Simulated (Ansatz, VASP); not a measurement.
**GeSb4Te4: VASP beside Ansatz**

Contents of INCAR:

```
  ALGO = Normal
  EDIFF = 1E-6
  ENCUT = 520
  GGA = PE
  ISIF = 2
  ISMEAR = 0
  LASPH = True
  LCHARG = False
  LREAL = Auto
  LWAVE = False
  NBANDS = 140
  NELM = 80
  PREC = Accurate
  SIGMA = 0.05
```

The input KPOINTS:

```
k-points
0
Gamma
  3 3 1
```

POSCAR

```
GeSb4Te4
1.0
    8.6684990000      0.0000000000      0.0000000000
   -4.3342490000      7.5071400000      0.0000000000
    0.0000000000      0.0000000000     17.3673160000
Ge Sb Te
4 16 16
Direct
    0.0000000000      0.0000000000      0.0000000000
    0.0000000000      0.5000000000      0.0000000000
    0.5000000000      0.0000000000      0.0000000000
    0.5000000000      0.5000000000      0.0000000000
    0.1666670000      0.3333330000      0.5445200000
    0.1666670000      0.8333330000      0.5445200000
    0.6666670000      0.3333330000      0.5445200000
    0.6666670000      0.8333330000      0.5445200000
    0.3333330000      0.1666670000      0.4554800000
    0.3333330000      0.6666670000      0.4554800000
    0.8333330000      0.1666670000      0.4554800000
    0.8333330000      0.6666670000      0.4554800000
    0.3333330000      0.1666670000      0.7857900000
    0.3333330000      0.6666670000      0.7857900000
    0.8333330000      0.1666670000      0.7857900000
    0.8333330000      0.6666670000      0.7857900000
    0.1666670000      0.3333330000      0.2142100000
    0.1666670000      0.8333330000      0.2142100000
    0.6666670000      0.3333330000      0.2142100000
    0.6666670000      0.8333330000      0.2142100000
    0.1666670000      0.3333330000      0.9018000000
    0.1666670000      0.8333330000      0.9018000000
    0.6666670000      0.3333330000      0.9018000000
    0.6666670000      0.8333330000      0.9018000000
    0.3333330000      0.1666670000      0.0982000000
    0.3333330000      0.6666670000      0.0982000000
    0.8333330000      0.1666670000      0.0982000000
    0.8333330000      0.6666670000      0.0982000000
    0.0000000000      0.0000000000      0.6872210000
    0.0000000000      0.5000000000      0.6872210000
    0.5000000000      0.0000000000      0.6872210000
    0.5000000000      0.5000000000      0.6872210000
    0.0000000000      0.0000000000      0.3127790000
    0.0000000000      0.5000000000      0.3127790000
    0.5000000000      0.0000000000      0.3127790000
    0.5000000000      0.5000000000      0.3127790000
```

Input for Ansatz:

```yaml
crystal:
  lattice:
    - [8.668499, 0.0, 0.0]
    - [-4.334249, 7.50714, 0.0]
    - [0.0, 0.0, 17.367316]
  atoms:
    - { symbol: Ge, position: [0.0, 0.0, 0.0] }
    - { symbol: Ge, position: [0.0, 0.5, 0.0] }
    - { symbol: Ge, position: [0.5, 0.0, 0.0] }
    - { symbol: Ge, position: [0.5, 0.5, 0.0] }
    - { symbol: Sb, position: [0.166667, 0.333333, 0.54452] }
    - { symbol: Sb, position: [0.166667, 0.833333, 0.54452] }
    - { symbol: Sb, position: [0.666667, 0.333333, 0.54452] }
    - { symbol: Sb, position: [0.666667, 0.833333, 0.54452] }
    - { symbol: Sb, position: [0.333333, 0.166667, 0.45548] }
    - { symbol: Sb, position: [0.333333, 0.666667, 0.45548] }
    - { symbol: Sb, position: [0.833333, 0.166667, 0.45548] }
    - { symbol: Sb, position: [0.833333, 0.666667, 0.45548] }
    - { symbol: Sb, position: [0.333333, 0.166667, 0.78579] }
    - { symbol: Sb, position: [0.333333, 0.666667, 0.78579] }
    - { symbol: Sb, position: [0.833333, 0.166667, 0.78579] }
    - { symbol: Sb, position: [0.833333, 0.666667, 0.78579] }
    - { symbol: Sb, position: [0.166667, 0.333333, 0.21421] }
    - { symbol: Sb, position: [0.166667, 0.833333, 0.21421] }
    - { symbol: Sb, position: [0.666667, 0.333333, 0.21421] }
    - { symbol: Sb, position: [0.666667, 0.833333, 0.21421] }
    - { symbol: Te, position: [0.166667, 0.333333, 0.9018] }
    - { symbol: Te, position: [0.166667, 0.833333, 0.9018] }
    - { symbol: Te, position: [0.666667, 0.333333, 0.9018] }
    - { symbol: Te, position: [0.666667, 0.833333, 0.9018] }
    - { symbol: Te, position: [0.333333, 0.166667, 0.0982] }
    - { symbol: Te, position: [0.333333, 0.666667, 0.0982] }
    - { symbol: Te, position: [0.833333, 0.166667, 0.0982] }
    - { symbol: Te, position: [0.833333, 0.666667, 0.0982] }
    - { symbol: Te, position: [0.0, 0.0, 0.687221] }
    - { symbol: Te, position: [0.0, 0.5, 0.687221] }
    - { symbol: Te, position: [0.5, 0.0, 0.687221] }
    - { symbol: Te, position: [0.5, 0.5, 0.687221] }
    - { symbol: Te, position: [0.0, 0.0, 0.312779] }
    - { symbol: Te, position: [0.0, 0.5, 0.312779] }
    - { symbol: Te, position: [0.5, 0.0, 0.312779] }
    - { symbol: Te, position: [0.5, 0.5, 0.312779] }
basis:
  ecutwfc: 420
  fft_grid_basis: typed
kpoints:
  mp_grid: { grid: [3, 3, 1] }
hamiltonian:
  xc: pbe
  pseudopotentials: { kind: paw }
scf:
  occupations: { method: gaussian, width: 0.05 }
output:
  forces: true
  stress: false
  eigenvalues: true
  bader: false
  write_density: true
  volumetric_format: npy
```

Alike in both runs: task single point; functional PBE; k mesh 3 × 3 × 1; occupations gaussian, width 0.05 eV; no spin polarisation.

|  | VASP | Ansatz |
| --- | --- | --- |
| version | VASP 6.6.1 | Ansatz 0.2.0 |
| potentials or method | VASP PAW PBE potentials, release 64 (Ge_d, Sb, Te), cutoff 520 eV | scalar-relativistic, plane waves, PAW |
| valence electrons in the cell | 232 | 552 |

|  | VASP | Ansatz | Ansatz less VASP |
| --- | --- | --- | --- |
| gap on the k mesh at the Fermi level (eV) | 0.10 | 0.09 | -0.004 |
| rms of the force components (eV/Å) | 0.023 | 0.029 | +0.0058 |

Atom by atom the forces differ by 0.017 eV/Å (rms over components). VASP's potentials hold 232 valence electrons a cell and Ansatz's 552, so a difference there can come from the potentials and not from the codes. Ansatz's warnings: structure snapped to symmetry.

Spin-orbit coupling is off throughout.
